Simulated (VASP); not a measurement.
## PbI: single point with PBEsol

The system is PbI.

```
CELL_PARAMETERS angstrom
4.33345 0.00000 0.00000
-2.16673 3.75288 0.00000
0.00000 0.00000 7.13531
ATOMIC_POSITIONS crystal
Pb 0.66667 0.33333 0.87376
Pb 0.33333 0.66667 0.37376
I 0.66667 0.33333 0.50124
I 0.33333 0.66667 0.00124
```

```json
{
  "Program": "VASP 6.6.1",
  "Task": "single point",
  "Functional": "PBEsol",
  "Potentials or basis": "VASP PAW PBE potentials, release 64 (Pb_d, I)",
  "Cutoff": "520 eV",
  "k mesh": "6 × 6 × 4",
  "Occupations": "gaussian, width 0.1 eV",
  "Spin": "no spin polarisation"
}
```

| Property | Result |
| --- | --- |
| Pressure | 39.1 GPa |
| Largest force | 0.060 eV/Å |
| Band gap on the k mesh | zero (bands 21 and 22 overlap by 1.64 eV) |

Forces in eV/Å, atoms in the order of the input:
```
Pb   0.000  0.000  0.060
Pb   0.000  0.000  0.060
I    0.000  0.000 -0.060
I    0.000  0.000 -0.060
```

Stress tensor (GPa, compression positive):
```
39.01  0.00  0.00
 0.00 39.01  0.00
 0.00  0.00 39.34
```

Levels at points of the mesh, in eV from the Fermi level:
```csv
k point,band 18,band 19,band 20,band 21,band 22,band 23,band 24,band 25
"(0.00, 0.00, 0.00)",-4.80,-4.80,-4.31,-0.18,-0.18,0.05,1.34,1.34
"(0.50, 0.00, 0.00)",-5.75,-3.01,-2.79,-0.06,0.86,0.89,1.79,3.74
"(0.00, 0.00, 0.50)",-5.33,-3.88,-3.88,0.50,0.50,0.50,0.50,0.80
"(0.50, 0.00, 0.50)",-6.41,-3.33,-3.33,-0.62,-0.62,2.51,2.51,3.14
```

Run time: 50 s on 1 thread of Intel(R) Xeon(R) Platinum 8259CL CPU @ 2.50GHz (Skylake/Cascade Lake), with other jobs on the host, peak memory 0.25 GiB.

Caveat: the cell stands under pressure; the PAW data sets were made with another functional, which shifts forces and pressure a little; spin-orbit coupling is left out, which moves the levels of the heavy elements.
